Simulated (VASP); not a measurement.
# AlAs (F-43m) in VASP: further runs

Runs on AlAs. Level: PBEsol. Tasks: single point.

All numbers are computed with VASP 6.6.1; they aren't measurements. Logs are shortened: lines on timing, memory, paths and dates and some standing lists are left out, and cuts for length are marked.

### Step 1. The cell of the first run

The structure is cubic, space group F-43m (No. 216). Conventional cell: a = 5.680 Å, b = 5.680 Å, c = 5.680 Å, α = 90.00°, β = 90.00°, γ = 90.00°. Within 3.2 Å of Al (site symmetry -43m) lie 4 As at 2.46 Å. Within 3.2 Å of As (site symmetry -43m) lie 4 Al at 2.46 Å.

### Step 2. Single point, PBEsol (volume scaled by 1.01)

Input file INCAR:

```
SYSTEM = AlAs
  PREC = Accurate
  ENCUT = 500
  EDIFF = 1E-6
  ISMEAR = -1
  SIGMA = 0.05
  LREAL = .FALSE.
  LASPH = .TRUE.
  NELM = 120
  ALGO = Normal
  ISIF = 2
  LWAVE = .FALSE.
  LCHARG = .FALSE.
  GGA = PS
  NBANDS = 11
  GGA_COMPAT = .FALSE.
```

Input file KPOINTS:

```
regular mesh
0
G
  10 10 10
  0 0 0
```

Input file POSCAR:

```
AlAs
1.0
    0.0000000000      2.8398033913      2.8398033913
    2.8398033913      0.0000000000      2.8398033913
    2.8398033913      2.8398033913      0.0000000000
Al As
1 1
Direct
    0.0000000000      0.0000000000      0.0000000000
    0.7500000000      0.7500000000      0.7500000000
```

Potentials or basis: VASP PAW PBE potentials, release 64 (Al, As).

Command:

```bash
$ cat potpaw_PBE.64/Al/POTCAR potpaw_PBE.64/As/POTCAR > POTCAR
$ mpirun -np 1 vasp_std > vasp.out
```

OUTCAR:

```text
SYSTEM = AlAs
   PREC = Accurate
   ENCUT = 500
   EDIFF = 1E-6
   ISMEAR = -1
   LREAL = .FALSE.
   LASPH = .TRUE.
   NELM = 120
   ISIF = 2
   GGA = PS

 ion  position               nearest neighbor table
   1  0.000  0.000  0.000-   2 2.46   2 2.46   2 2.46   2 2.46
   2  0.750  0.750  0.750-   1 2.46   1 2.46   1 2.46   1 2.46

  LATTYP: Found a face centered cubic cell.
 ALAT       =     5.6796067826

  Lattice vectors:

 A1 = (   0.0000000000,   2.8398033913,   2.8398033913)
 A2 = (   2.8398033913,   0.0000000000,   2.8398033913)
 A3 = (   2.8398033913,   2.8398033913,   0.0000000000)

Analysis of symmetry for initial positions (statically):
=====================================================================
 Subroutine PRICEL returns:
 Original cell was already a primitive cell.

 Routine SETGRP: Setting up the symmetry group for a
 face centered cubic supercell.

 Subroutine GETGRP returns: Found 24 space group operations
 (whereof 24 operations were pure point group operations)
 out of a pool of 48 trial point group operations.

The static configuration has the point symmetry T_d .

Analysis of symmetry for dynamics (positions and initial velocities):
=====================================================================
 Subroutine PRICEL returns:
 Original cell was already a primitive cell.

 Routine SETGRP: Setting up the symmetry group for a
 face centered cubic supercell.

 Subroutine GETGRP returns: Found 24 space group operations
 (whereof 24 operations were pure point group operations)
 out of a pool of 48 trial point group operations.

The dynamic configuration has the point symmetry T_d .

 Subroutine INISYM returns: Found 24 space group operations
 (whereof 24 operations are pure point group operations),
 and found     1 'primitive' translations

----------------------------------------------------------------------------------------

                                     Primitive cell

  volume of cell :      45.8031

  direct lattice vectors                    reciprocal lattice vectors
     0.000000000  2.839803391  2.839803391    -0.176068527  0.176068527  0.176068527
     2.839803391  0.000000000  2.839803391     0.176068527 -0.176068527  0.176068527
     2.839803391  2.839803391  0.000000000     0.176068527  0.176068527 -0.176068527

  length of vectors
     4.016088470  4.016088470  4.016088470     0.304959634  0.304959634  0.304959634

  position of ions in fractional coordinates (direct lattice)
     0.000000000  0.000000000  0.000000000
     0.750000000  0.750000000  0.750000000

  ion indices of the primitive-cell ions
   primitive index   ion index
                 1           1
                 2           2

----------------------------------------------------------------------------------------

 KPOINTS: regular mesh

Automatic generation of k-mesh.
 Grid dimensions read from file:
 generate k-points for:   10   10   10

 Generating k-lattice:

  Cartesian coordinates                     Fractional coordinates (reciprocal lattice)
    -0.017606853  0.017606853  0.017606853     0.100000000  0.000000000  0.000000000
     0.017606853 -0.017606853  0.017606853     0.000000000  0.100000000  0.000000000
     0.017606853  0.017606853 -0.017606853     0.000000000  0.000000000  0.100000000

  Length of vectors
     0.030495963  0.030495963  0.030495963

  Shift w.r.t. Gamma in fractional coordinates (k-lattice)
     0.000000000  0.000000000  0.000000000

 Subroutine IBZKPT returns following result:
 ===========================================

 Found     47 irreducible k-points:

 Following reciprocal coordinates:
            Coordinates               Weight
  0.000000  0.000000  0.000000      1.000000
  0.100000  0.000000  0.000000      8.000000
  0.200000  0.000000  0.000000      8.000000
  0.300000  0.000000  0.000000      8.000000
  0.400000  0.000000  0.000000      8.000000
  0.500000  0.000000  0.000000      4.000000
[... 16 lines left out ...]
  0.300000  0.300000  0.000000      6.000000
  0.400000  0.300000  0.000000     24.000000
 [... further k-points ...]
   k-points           NKPTS =     47   k-points in BZ     NKDIM =     47   number of bands    NBANDS=     11
   number of dos      NEDOS =    301   number of ions     NIONS =      2
   total plane-waves  NPLWV =  27000
   dimension x,y,z NGX =    30 NGY =   30 NGZ =   30
   dimension x,y,z NGXF=    60 NGYF=   60 NGZF=   60
   ions per type =               1   1
   NGX,Y,Z   is equivalent  to a cutoff of  12.42, 12.42, 12.42 a.u.
   NGXF,Y,Z  is equivalent  to a cutoff of  24.84, 24.84, 24.84 a.u.
 SYSTEM =  AlAs
   PREC   = accura    normal or accurate (medium, high low for compatibility)
   ISTART =      0    job   : 0-new  1-cont  2-samecut
   ICHARG =      2    charge: 1-file 2-atom 10-const
   ISPIN  =      1    spin polarized calculation?
   LNONCOLLINEAR =      F non collinear calculations
   LSORBIT =      F    spin-orbit coupling
   LASPH  =      T    aspherical Exc in radial PAW
   ENCUT  =  500.0 eV  36.75 Ry    6.06 a.u.   7.32  7.32  7.32*2*pi/ulx,y,z
   NELM   =    120;   NELMIN=  2; NELMDL= -5     # of ELM steps
   EDIFF  = 0.1E-05   stopping-criterion for ELM
   LREAL  =      F    real-space projection
   EDIFFG = 0.1E-04   stopping-criterion for IOM
   NSW    =      0    number of steps for IOM
   IBRION =     -1    ionic relax: 0-MD 1-quasi-New 2-CG
   NFREE  =      0    steps in history (QN), initial steepest desc. (CG)
   ISIF   =      2    stress and relaxation
   ISYM   =      2    0-nonsym 1-usesym 2-fastsym
   POTIM  = 0.5000    time-step for ionic-motion
   TEBEG  =    0.0;   TEEND  =   0.0 temperature during run
   PSTRESS=    0.0 pullay stress
   NELECT =       8.0000    total number of electrons
   NUPDOWN=      -1.0000    fix difference up-down
   EMIN   =  10.00;   EMAX   =-10.00  energy-range for DOS
   EFERMI =   0.00;   METHOD = LEGACY
   ISMEAR =    -1;   SIGMA  =   0.05  broadening in eV -4-tet -1-fermi 0-gaus
   EFERMI_NEDOS =   21; number of points for ismear=-14 and -15
   IALGO  =     38    algorithm
   IMIX   =      4    mixing-type and parameters
     AMIX     =   0.40;   BMIX     =  1.00
     AMIX_MAG =   1.60;   BMIX_MAG =  1.00
  volume/ion in A,a.u.               =      22.90       154.55
  Fermi-wavevector in a.u.,A,eV,Ry     =   0.915110  1.729307 11.393872  0.837426
  Thomas-Fermi vector in A             =   2.039814
   LORBIT       =      0    0 simple, 1 ext, 2 COOP (PROOUT), +10 PAW based schemes
   GGA     = PS    functional components
   LHFCALC =     F    Hartree Fock is set to
   AEXX    =    0.0000 exact exchange contribution
   IVDW    =     0    specifies the selected vdW correction
   LEPSILON=     F    determine dielectric tensor
   LRPA    =     F    only Hartree local field effects (RPA)
 non-spin polarized calculation
  energy-cutoff  :      500.00
  volume of cell :       45.80
 maximum number of plane-waves:      1211
 NGX is ok and might be reduce to    30
   NGX = 15   NGY = 15   NGZ = 15

 number of electron       7.9999999 magnetization

 Free energy of the ion-electron system (eV)
  ---------------------------------------------------
  ext. energy  EPLUGINS =         0.00000000
  ---------------------------------------------------
  free energy    TOTEN  =       -10.06633909 eV

  energy without entropy =      -10.06633907  energy(sigma->0) =      -10.06633908

 E-fermi :   4.4050     XC(G=0):  -9.1577

 val. band max:        3.7170200587   @ k =   0.0000   0.0000   0.0000
 cond. band min:       5.0538451307   @ k =   0.5000   0.5000   0.0000
 fundamental gap:      1.3368250720
 Fermi energy:         4.4050356195

 k-point     1 :       0.0000    0.0000    0.0000
  band No.  band energies     occupation
      1      -8.1144      2.00000
      2       3.7170      2.00000
      3       3.7170      2.00000
      4       3.7170      2.00000
      5       5.6196      0.00000
      6       7.9638      0.00000
      7       7.9638      0.00000
      8       7.9638      0.00000
      9      12.3741      0.00000
     10      12.6883      0.00000
     11      12.6883      0.00000

 k-point     2 :       0.1000    0.0000    0.0000
  band No.  band energies     occupation
      1      -8.0168      2.00000
      2       2.6677      2.00000
      3       3.6102      2.00000
      4       3.6102      2.00000
      5       6.2810      0.00000
      6       8.1492      0.00000
      7       8.1542      0.00000
      8       8.1542      0.00000
      9      12.2159      0.00000
     10      12.2159      0.00000
     11      12.8955      0.00000

 k-point     3 :       0.2000    0.0000    0.0000
  band No.  band energies     occupation
      1      -7.7374      2.00000
      2       1.0800      2.00000
      3       3.3694      2.00000
      4       3.3694      2.00000
      5       6.3777      0.00000
      6       8.4979      0.00000
      7       8.4979      0.00000
      8       9.2854      0.00000
      9      11.8312      0.00000
     10      11.8312      0.00000
     11      13.1577      0.00000

 k-point     4 :       0.3000    0.0000    0.0000
  band No.  band energies     occupation
      1      -7.3256      2.00000
      2      -0.3633      2.00000
      3       3.1253      2.00000
      4       3.1253      2.00000
      5       6.0806      0.00000
      6       8.5678      0.00000
      7       8.5678      0.00000
      8      10.7257      0.00000
      9      12.3221      0.00000
     10      12.3221      0.00000
     11      12.7999      0.00000

 k-point     5 :       0.4000    0.0000    0.0000
  band No.  band energies     occupation
      1      -6.9050      2.00000
      2      -1.4282      2.00000
      3       2.9571      2.00000
      4       2.9571      2.00000
      5       5.8453      0.00000
      6       8.4212      0.00000
      7       8.4212      0.00000
      8      11.2879      0.00000
      9      13.5979      0.00000
     10      13.6253      0.00000
     11      13.6253      0.00000
[... 211 lines left out ...]
 k-point    21 :      -0.3000    0.2000    0.0000
  band No.  band energies     occupation
      1      -6.7824      2.00000
      2      -0.9817      2.00000
      3       1.0740      2.00000
      4       2.8309      2.00000
      5       7.0056      0.00000
      6       8.8482      0.00000
      7       9.3562      0.00000
      8      10.5312      0.00000
      9      11.6188      0.00000
     10      13.7907      0.00000
     11      15.5628      0.00000

 k-point    22 :      -0.2000    0.2000    0.0000
  band No.  band energies     occupation
      1      -7.1834      2.00000
      2      -0.1740      2.00000
      3       1.5317      2.00000
      4       3.1850      2.00000
      5       7.3316      0.00000
      6       8.7154      0.00000
      7       8.9672      0.00000
      8       9.5584      0.00000
      9      10.9351      0.00000
     10      14.0283      0.00000
     11      15.4246      0.00000

 k-point    23 :       0.3000    0.3000    0.0000
  band No.  band energies     occupation
      1      -7.0483      2.00000
      2      -0.1633      2.00000
      3       2.0940      2.00000
      4       2.0940      2.00000
      5       5.8462      0.00000
      6       6.9274      0.00000
      7      11.2689      0.00000
      8      11.2689      0.00000
      9      11.9133      0.00000
     10      14.2539      0.00000
     11      16.6886      0.00000

 k-point    24 :       0.4000    0.3000    0.0000
  band No.  band energies     occupation
      1      -6.7085      2.00000
      2      -0.8161      2.00000
      3       1.5971      2.00000
      4       1.9172      2.00000
      5       5.8062      0.00000
      6       6.8961      0.00000
      7      11.1800      0.00000
      8      11.6349      0.00000
      9      13.6818      0.00000
     10      15.1242      0.00000
     11      16.5590      0.00000

 [... further k-points ...]

------------------------ aborting loop because EDIFF is reached ----------------------------------------

  FORCE on cell =-STRESS in cart. coord.  units (eV):
  Direction    XX          YY          ZZ          XY          YZ          ZX
  --------------------------------------------------------------------------------------
  -------------------------------------------------------------------------------------
  Total        0.0231409      0.0231409      0.0231409      0.0000000     -0.0000000     -0.0000000
  in kB        0.8094607      0.8094607      0.8094607      0.0000000     -0.0000000     -0.0000000
  external PRESSURE =       0.8094607 kB  Pullay stress =       0.0000000 kB

 VOLUME and BASIS-vectors are now :
 -----------------------------------------------------------------------------
  energy-cutoff  :      500.00
  volume of cell :       45.80
      direct lattice vectors                 reciprocal lattice vectors
     0.000000000  2.839803391  2.839803391    -0.176068527  0.176068527  0.176068527
     2.839803391  0.000000000  2.839803391     0.176068527 -0.176068527  0.176068527
     2.839803391  2.839803391  0.000000000     0.176068527  0.176068527 -0.176068527

 POSITION                                       TOTAL-FORCE (eV/Angst)
 -----------------------------------------------------------------------------------
      0.00000      0.00000      0.00000        -0.000000     -0.000000     -0.000000
      4.25971      4.25971      4.25971         0.000000      0.000000      0.000000
 -----------------------------------------------------------------------------------
    total drift:                                0.000000      0.000000     -0.000000

  FREE ENERGIE OF THE ION-ELECTRON SYSTEM (eV)
  ---------------------------------------------------
  free  energy   TOTEN  =       -10.0663390932 eV

  energy  without entropy=      -10.0663390715  energy(sigma->0) =      -10.06633908
```

Wall time 10 s (1 thread of Intel Xeon 6975P-C (Granite Rapids), shared host); peak memory 0.17 GiB.

What came out:

```yaml
Free_energy: -10.0663 eV
Pressure: 0.1 GPa
Band_gap_on_the_k_mesh: 1.34 eV, indirect (least direct gap 1.90 eV)
```

Caveat: the PAW data sets were made with another functional, which shifts forces and pressure a little.

[end of part 1 of 2]
